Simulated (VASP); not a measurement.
# TaN (P6/mmm) in VASP: a series of runs, part 2 of 2

VASP 6.6.1. Earlier steps stand in the parts before.

## (3) Electric field gradients, LDA (11.96 Å³/atom)

This run uses another cell than the first one, of 11.96 Å³/atom.

Contents of INCAR:

```
SYSTEM = TaN
ALGO = Normal ; EDIFF = 1E-8
ENCUT = 520 ; GGA = CA
ISIF = 2 ; ISMEAR = -1
LASPH = .True. ; LCHARG = .False.
LEFG = .True. ; LREAL = .False.
LWAVE = .False. ; NBANDS = 33
NELM = 100 ; PREC = Accurate
SIGMA = 0.03
```

Contents of KPOINTS:

```
k-points
0
Gamma
  5 5 8
  0 0 0
```

Contents of POSCAR:

```
TaN
1.0
    5.2866917255      0.0000000000      0.0000000000
   -2.6433458627      4.5784093362      0.0000000000
    0.0000000000      0.0000000000      2.9650340876
Ta N
3 3
Direct
    0.0000000000      0.0000000000      0.0000000000
    0.3333333333      0.6666666667      0.5000000000
    0.6666666667      0.3333333333      0.5000000000
    0.5000000000      0.0000000000      0.0000000000
    0.5000000000      0.5000000000      0.0000000000
    0.0000000000      0.5000000000      0.0000000000
```

Potentials or basis: VASP PAW LDA potentials, release 64 (Ta_pv, N).

The run is started by

```bash
cat potpaw_LDA.64/Ta_pv/POTCAR potpaw_LDA.64/N/POTCAR > POTCAR
mpirun -np 1 vasp_std > vasp.out
```

OUTCAR:

```text
SYSTEM = TaN
   EDIFF = 1E-8
   ENCUT = 520
   GGA = CA
   ISIF = 2
   ISMEAR = -1
   LASPH = .True.
   LREAL = .False.
   NELM = 100
   PREC = Accurate

 ion  position               nearest neighbor table
   1  0.000  0.000  0.000-   6 2.64   6 2.64   5 2.64   5 2.64   4 2.64   4 2.64   3 3.39   3 3.39
                             2 3.39   2 3.39   2 3.39   3 3.39   2 3.39   3 3.39   2 3.39   3 3.39
   2  0.333  0.667  0.500-   4 2.13   4 2.13   6 2.13   6 2.13   5 2.13   5 2.13   3 3.05   3 3.05
                             3 3.05   1 3.39   1 3.39   1 3.39   1 3.39   1 3.39   1 3.39
   3  0.667  0.333  0.500-   4 2.13   4 2.13   6 2.13   6 2.13   5 2.13   5 2.13   2 3.05   2 3.05
                             2 3.05   1 3.39   1 3.39   1 3.39   1 3.39   1 3.39   1 3.39
   4  0.500  0.000  0.000-   2 2.13   3 2.13   2 2.13   3 2.13   1 2.64   1 2.64
   5  0.500  0.500  0.000-   2 2.13   3 2.13   2 2.13   3 2.13   1 2.64   1 2.64
   6  0.000  0.500  0.000-   2 2.13   3 2.13   2 2.13   3 2.13   1 2.64   1 2.64

  LATTYP: Found a hexagonal cell.
 ALAT       =     5.2866917255
 C/A-ratio  =     0.5608486822

  Lattice vectors:

 A1 = (   5.2866917255,   0.0000000000,   0.0000000000)
 A2 = (  -2.6433458627,   4.5784093362,   0.0000000000)
 A3 = (   0.0000000000,   0.0000000000,   2.9650340876)

Analysis of symmetry for initial positions (statically):
[... 1084 lines left out ...]
  ---------------------------------------------------
  free  energy   TOTEN  =       -71.0516718302 eV

  energy  without entropy=      -71.0475738749  energy(sigma->0) =      -71.04962285

 Electric field gradients (V/A^2)
---------------------------------------------------------------------
 ion       V_xx      V_yy      V_zz      V_xy      V_xz      V_yz
---------------------------------------------------------------------
   1     167.960   167.960  -335.920     0.000    -0.000    -0.000
   2     169.679   169.680  -339.359     0.000     0.000    -0.000
   3     169.679   169.680  -339.359     0.000     0.000    -0.000
   4      30.967   -27.330    -3.637     0.000     0.000     0.000
   5     -12.756    16.394    -3.638    25.245     0.000    -0.000
   6     -12.756    16.393    -3.637   -25.243    -0.000    -0.000
---------------------------------------------------------------------

 Electric field gradients after diagonalization (V/A^2)
 (convention: |V_zz| > |V_xx| > |V_yy|)
----------------------------------------------------------------------
 ion       V_xx      V_yy      V_zz     asymmetry (V_yy - V_xx)/ V_zz
----------------------------------------------------------------------
   1     167.960   167.960  -335.920       0.000
   2     169.680   169.679  -339.359       0.000
   3     169.680   169.679  -339.359       0.000
   4     -27.330    -3.637    30.967       0.765
   5     -27.331    -3.638    30.969       0.765
   6     -27.330    -3.637    30.967       0.765
----------------------------------------------------------------------

           NMR quadrupolar parameters

 Cq : quadrupolar parameter    Cq=e*Q*V_zz/h
 eta: asymmetry parameters     (V_yy - V_xx)/ V_zz
 Q  : nuclear electric quadrupole moment in mb (millibarn)
----------------------------------------------------------------------
 ion       Cq(MHz)       eta       Q (mb)
----------------------------------------------------------------------
   1      -0.812       0.000       1.000
   2      -0.821       0.000       1.000
   3      -0.821       0.000       1.000
   4       0.075       0.765       1.000
   5       0.075       0.765       1.000
   6       0.075       0.765       1.000
----------------------------------------------------------------------
```

stdout:

```text
POSCAR found type information on POSCAR TaN
 POSCAR found :  2 types and       6 ions
 scaLAPACK will be used
 LDA part: xc-table for (Slater(with rela. corr.)+CA(PZ))
 , standard interpolation
 POSCAR, INCAR and KPOINTS ok, starting setup
 FFT: planning ... GRIDC
 FFT: planning ... GRID_SOFT
 FFT: planning ... GRID
 WAVECAR not read
 entering main loop
ion   1

ion   2

ion   3

ion   4

ion   5

ion   6
```

Run time: 29 s. Hardware: 1 thread of Intel Xeon Platinum 8559C (Emerald Rapids), shared host; peak memory 0.18 GiB.

Results:

```yaml
Free_energy: -71.0517 eV
Pressure: -19.7 GPa
Band_gap_on_the_k_mesh: zero (bands 24 and 25 overlap by 1.95 eV)
Largest_electric_field_gradient_by_atom: Ta -335.9, -339.4 (each value once); N +31.0 V/Å²
```

Stress tensor (GPa, compression positive):
```
-17.01   0.00   0.00
  0.00 -17.01   0.00
  0.00   0.00 -25.01
```

Electric field gradients, principal values (V/Å²):
| atom | least | middle | greatest (by size) |
| --- | --- | --- | --- |
| 1 Ta | 167.960 | 167.960 | -335.920 |
| 2 Ta | 169.679 | 169.680 | -339.359 |
| 3 Ta | 169.679 | 169.680 | -339.359 |
| 4 N | -3.637 | -27.330 | 30.967 |
| 5 N | -3.638 | -27.331 | 30.969 |
| 6 N | -3.637 | -27.330 | 30.967 |

Caveat: the cell stands under tension; without QUAD_EFG the Cq values of the log hold for a quadrupole moment of 1 mb, not for the nuclei; spin-orbit coupling is left out, which moves the levels of the heavy elements.

## (4) Electric field gradients, LDA (11.96 Å³/atom)

This run uses another cell than the first one, of 11.96 Å³/atom.

Contents of INCAR:

```
PREC     = Accurate       # precision mode
ENCUT    = 520            # plane-wave cutoff, eV
EDIFF    = 1E-8           # SCF threshold, eV
ISMEAR   = -1             # smearing method
SIGMA    = 0.03           # smearing width, eV
LREAL    = False          # projectors in reciprocal space
LASPH    = True           # aspherical terms in the spheres
NELM     = 80             # most SCF steps
ALGO     = Normal         # electronic algorithm
ISIF     = 2              # what is computed and relaxed
LWAVE    = False          # write WAVECAR
LCHARG   = False          # write CHGCAR
LEFG     = True         
NBANDS   = 33             # bands
```

Contents of KPOINTS:

```
Automatic mesh
0
Gamma
  5 5 8
```

POSCAR is that of step 3.

Potentials or basis: VASP PAW LDA potentials, release 64 (Ta_pv, N).

The run is started by

```bash
cat potpaw_LDA.64/Ta_pv/POTCAR potpaw_LDA.64/N/POTCAR > POTCAR
mpirun -np 1 vasp_std > vasp.out
```

OUTCAR:

```text
PREC = Accurate
   ENCUT = 520
   EDIFF = 1E-8
   ISMEAR = -1
   LREAL = False
   LASPH = True
   NELM = 80
   ISIF = 2

 ion  position               nearest neighbor table
   1  0.000  0.000  0.000-   6 2.64   6 2.64   5 2.64   5 2.64   4 2.64   4 2.64   3 3.39   3 3.39
                             2 3.39   2 3.39   2 3.39   3 3.39   2 3.39   3 3.39   2 3.39   3 3.39
   2  0.333  0.667  0.500-   4 2.13   4 2.13   6 2.13   6 2.13   5 2.13   5 2.13   3 3.05   3 3.05
                             3 3.05   1 3.39   1 3.39   1 3.39   1 3.39   1 3.39   1 3.39
   3  0.667  0.333  0.500-   4 2.13   4 2.13   6 2.13   6 2.13   5 2.13   5 2.13   2 3.05   2 3.05
                             2 3.05   1 3.39   1 3.39   1 3.39   1 3.39   1 3.39   1 3.39
   4  0.500  0.000  0.000-   2 2.13   3 2.13   2 2.13   3 2.13   1 2.64   1 2.64
   5  0.500  0.500  0.000-   2 2.13   3 2.13   2 2.13   3 2.13   1 2.64   1 2.64
   6  0.000  0.500  0.000-   2 2.13   3 2.13   2 2.13   3 2.13   1 2.64   1 2.64

  LATTYP: Found a hexagonal cell.
 ALAT       =     5.2866917255
 C/A-ratio  =     0.5608486822

  Lattice vectors:

 A1 = (   5.2866917255,   0.0000000000,   0.0000000000)
 A2 = (  -2.6433458627,   4.5784093362,   0.0000000000)
 A3 = (   0.0000000000,   0.0000000000,   2.9650340876)

Analysis of symmetry for initial positions (statically):
=====================================================================
 Subroutine PRICEL returns:
 Original cell was already a primitive cell.

 Routine SETGRP: Setting up the symmetry group for a
 hexagonal supercell.

 Subroutine GETGRP returns: Found 24 space group operations
 (whereof 24 operations were pure point group operations)
 out of a pool of 24 trial point group operations.

The static configuration has the point symmetry D_6h.

Analysis of symmetry for dynamics (positions and initial velocities):
=====================================================================
 Subroutine PRICEL returns:
 Original cell was already a primitive cell.

 Routine SETGRP: Setting up the symmetry group for a
 hexagonal supercell.

 Subroutine GETGRP returns: Found 24 space group operations
 (whereof 24 operations were pure point group operations)
 out of a pool of 24 trial point group operations.

The dynamic configuration has the point symmetry D_6h.

 Subroutine INISYM returns: Found 24 space group operations
 (whereof 24 operations are pure point group operations),
 and found     1 'primitive' translations

----------------------------------------------------------------------------------------

                                     Primitive cell

  volume of cell :      71.7676

  direct lattice vectors                    reciprocal lattice vectors
     5.286691725  0.000000000  0.000000000     0.189154211  0.109208234  0.000000000
    -2.643345863  4.578409336  0.000000000     0.000000000  0.218416469  0.000000000
     0.000000000  0.000000000  2.965034088     0.000000000  0.000000000  0.337264251

  length of vectors
     5.286691725  5.286691725  2.965034088     0.218416469  0.218416469  0.337264251

  position of ions in fractional coordinates (direct lattice)
     0.000000000  0.000000000  0.000000000
     0.333333333  0.666666667  0.500000000
     0.666666667  0.333333333  0.500000000
     0.500000000  0.000000000  0.000000000
     0.500000000  0.500000000  0.000000000
[... 110 lines left out ...]
   LEPSILON=     F    determine dielectric tensor
   LRPA    =     F    only Hartree local field effects (RPA)
 non-spin polarized calculation
  energy-cutoff  :      520.00
  volume of cell :       71.77
 maximum number of plane-waves:      1951
 NGX is ok and might be reduce to    40
   NGX = 19   NGY = 19   NGZ = 11

 number of electron      48.0000006 magnetization

 Free energy of the ion-electron system (eV)
  ---------------------------------------------------
  ext. energy  EPLUGINS =         0.00000000
  ---------------------------------------------------
  free energy    TOTEN  =       -71.05167183 eV

  energy without entropy =      -71.04757387  energy(sigma->0) =      -71.04962285

 E-fermi :   7.4532     XC(G=0): -12.9825

 val. band max:        7.4127341364   @ k =   0.0000   0.0000   0.3750
 cond. band min:       7.4886109776   @ k =   0.2000   0.0000   0.2500
 fundamental gap:      0.0758768412
 Fermi energy:         7.4531788963

 k-point     1 :       0.0000    0.0000    0.0000
  band No.  band energies     occupation
      1     -28.5752      2.00000
      2     -28.5752      2.00000
      3     -28.2382      2.00000
      4     -28.2382      2.00000
      5     -28.0581      2.00000
      6     -27.9481      2.00000
[... 853 lines left out ...]
     32      11.0345      0.00000
     33      12.3740      0.00000

 [... further k-points ...]

------------------------ aborting loop because EDIFF is reached ----------------------------------------

  FORCE on cell =-STRESS in cart. coord.  units (eV):
  Direction    XX          YY          ZZ          XY          YZ          ZX
  --------------------------------------------------------------------------------------
  -------------------------------------------------------------------------------------
  Total       -7.6179660     -7.6179660    -11.2048804     -0.0000000     -0.0000000     -0.0000000
  in kB     -170.0674966   -170.0674966   -250.1436668     -0.0000000     -0.0000000     -0.0000000
  external PRESSURE =    -196.7595533 kB  Pullay stress =       0.0000000 kB

 VOLUME and BASIS-vectors are now :
 -----------------------------------------------------------------------------
  energy-cutoff  :      520.00
  volume of cell :       71.77
      direct lattice vectors                 reciprocal lattice vectors
     5.286691725  0.000000000  0.000000000     0.189154211  0.109208234  0.000000000
    -2.643345863  4.578409336  0.000000000     0.000000000  0.218416469  0.000000000
     0.000000000  0.000000000  2.965034088     0.000000000  0.000000000  0.337264251

 POSITION                                       TOTAL-FORCE (eV/Angst)
 -----------------------------------------------------------------------------------
      0.00000      0.00000      0.00000        -0.000000      0.000000      0.000000
     -0.00000      3.05227      1.48252        -0.000000     -0.000000      0.000000
      2.64335      1.52614      1.48252         0.000000      0.000000      0.000000
      2.64335      0.00000      0.00000        -0.000000      0.000000      0.000000
      1.32167      2.28920      0.00000        -0.000000      0.000000      0.000000
     -1.32167      2.28920      0.00000         0.000000      0.000000      0.000000
 -----------------------------------------------------------------------------------
    total drift:                               -0.000000      0.000000     -0.000000

  FREE ENERGIE OF THE ION-ELECTRON SYSTEM (eV)
  ---------------------------------------------------
  free  energy   TOTEN  =       -71.0516718302 eV

  energy  without entropy=      -71.0475738749  energy(sigma->0) =      -71.04962285

 Electric field gradients (V/A^2)
---------------------------------------------------------------------
 ion       V_xx      V_yy      V_zz      V_xy      V_xz      V_yz
---------------------------------------------------------------------
   1     167.960   167.960  -335.920     0.000    -0.000    -0.000
   2     169.679   169.680  -339.359     0.000     0.000    -0.000
   3     169.679   169.680  -339.359     0.000     0.000    -0.000
   4      30.967   -27.330    -3.637     0.000     0.000     0.000
   5     -12.756    16.394    -3.638    25.245     0.000    -0.000
   6     -12.756    16.393    -3.637   -25.243    -0.000    -0.000
---------------------------------------------------------------------

 Electric field gradients after diagonalization (V/A^2)
 (convention: |V_zz| > |V_xx| > |V_yy|)
----------------------------------------------------------------------
 ion       V_xx      V_yy      V_zz     asymmetry (V_yy - V_xx)/ V_zz
----------------------------------------------------------------------
   1     167.960   167.960  -335.920       0.000
   2     169.680   169.679  -339.359       0.000
   3     169.680   169.679  -339.359       0.000
   4     -27.330    -3.637    30.967       0.765
   5     -27.331    -3.638    30.969       0.765
   6     -27.330    -3.637    30.967       0.765
----------------------------------------------------------------------

           NMR quadrupolar parameters

 Cq : quadrupolar parameter    Cq=e*Q*V_zz/h
 eta: asymmetry parameters     (V_yy - V_xx)/ V_zz
 Q  : nuclear electric quadrupole moment in mb (millibarn)
----------------------------------------------------------------------
 ion       Cq(MHz)       eta       Q (mb)
----------------------------------------------------------------------
   1      -0.812       0.000       1.000
   2      -0.821       0.000       1.000
   3      -0.821       0.000       1.000
   4       0.075       0.765       1.000
   5       0.075       0.765       1.000
   6       0.075       0.765       1.000
----------------------------------------------------------------------
```

It took 27 s on 1 thread of Intel Xeon Platinum 8559C (Emerald Rapids), shared host; peak memory 0.18 GiB.

What came out:

```
Free energy                             : -71.0517 eV
Pressure                                : -19.7 GPa
Band gap on the k mesh                  : zero (bands 24 and 25 overlap by 1.95 eV)
Largest electric field gradient by atom : Ta -335.9, -339.4 (each value once); N +31.0 V/Å²
```

Electric field gradients, principal values (V/Å²):
```
atom    least   middle  greatest (by size)
1 Ta  167.960  167.960            -335.920
2 Ta  169.679  169.680            -339.359
3 Ta  169.679  169.680            -339.359
 4 N   -3.637  -27.330              30.967
 5 N   -3.638  -27.331              30.969
 6 N   -3.637  -27.330              30.967
```

Caveat: the cell stands under tension; without QUAD_EFG the Cq values of the log hold for a quadrupole moment of 1 mb, not for the nuclei; spin-orbit coupling is left out, which moves the levels of the heavy elements.
